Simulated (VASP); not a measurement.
Set up this calculation in VASP 6.6.1, as the native input.

| Property | Result |
| --- | --- |
| Task | relaxation of cell and atoms |
| Functional | PBE |
| Potentials or basis | VASP PAW PBE potentials, release 64 (Al, B, P) |
| Cutoff | 600 eV |
| k mesh | 6 × 6 × 2 |
| Occupations | gaussian, width 0.1 eV |
| Spin | no spin polarisation |
| Dipole correction | no |
| Further INCAR settings | ALGO = Normal; EDIFF = 1e-06; IBRION = 2; EDIFFG = -0.04; NSW = 90; ISIF = 3 |

The structure of Al3BP2 lies in POSCAR:

```
Al3BP2
1.0
    3.8945379900      0.0000000000      0.0000000000
   -1.9472690000      3.3727688400      0.0000000000
    0.0000000000      0.0000000000      7.8430702300
Al B P
3 1 2
Direct
    0.6666666700      0.3333333300      0.7314154100
    0.6666666700      0.3333333300      0.2685845900
    0.3333333300      0.6666666700      0.0000000000
    0.6666666700      0.3333333300      0.5000000000
    0.6666666700      0.3333333300      0.0000000000
    0.0000000000      0.0000000000      0.0000000000
```

The input as run:

INCAR

```
SYSTEM = Al3BP2
PREC     = Accurate       ! precision mode
ENCUT    = 600            ! plane-wave cutoff, eV
EDIFF    = 1E-6           ! SCF threshold, eV
ISMEAR   = 0              ! smearing method
SIGMA    = 0.1            ! smearing width, eV
LREAL    = .FALSE.        ! projectors in reciprocal space
LASPH    = .TRUE.         ! aspherical terms in the spheres
NELM     = 100            ! most SCF steps
ALGO     = Normal         ! electronic algorithm
ISIF     = 3              ! what is computed and relaxed
LWAVE    = .FALSE.        ! write WAVECAR
LCHARG   = .FALSE.        ! write CHGCAR
GGA      = PE             ! functional
IBRION   = 2              ! ionic algorithm
NSW      = 90             ! ionic steps
EDIFFG   = -0.04          ! ionic threshold
```

KPOINTS

```
Automatic mesh
0
G
  6 6 2
  0 0 0
```

Potentials or basis: VASP PAW PBE potentials, release 64 (Al, B, P).

Launch:

```sh
$ cat potpaw_PBE.64/Al/POTCAR potpaw_PBE.64/B/POTCAR potpaw_PBE.64/P/POTCAR > POTCAR
$ mpirun -np 1 vasp_std > vasp.out
```

It gave:

```yaml
Relaxed_volume: 24.94 Å³/atom
Relaxed_cell: a = 4.425 Å, b = 4.425 Å, c = 8.824 Å, α = 90.00°, β = 90.00°, γ = 120.00°
Space_group_after_relaxing_to_0.05_Å: P-6m2 (No. 187)
Energy_gained_by_relaxing: 543.5 meV/atom
Ionic_steps: 12
Pressure_after_relaxing: 0.0 GPa
Largest_force_after_relaxing: 0.023 eV/Å
Band_gap_on_the_k_mesh: zero (band 11 reaches 3.51 eV, above the bottom of band 12 at 2.40 eV)
```

Caveat: the k points lie up to 0.36 Å⁻¹ apart in the final cell; the volume moved by over 15 % at a fixed basis, so the end points are rough.

Run time: 3.1 min on 1 thread of Intel(R) Xeon(R) Platinum 8259CL CPU @ 2.50GHz (Skylake/Cascade Lake) (shared host), peak memory 0.25 GiB.
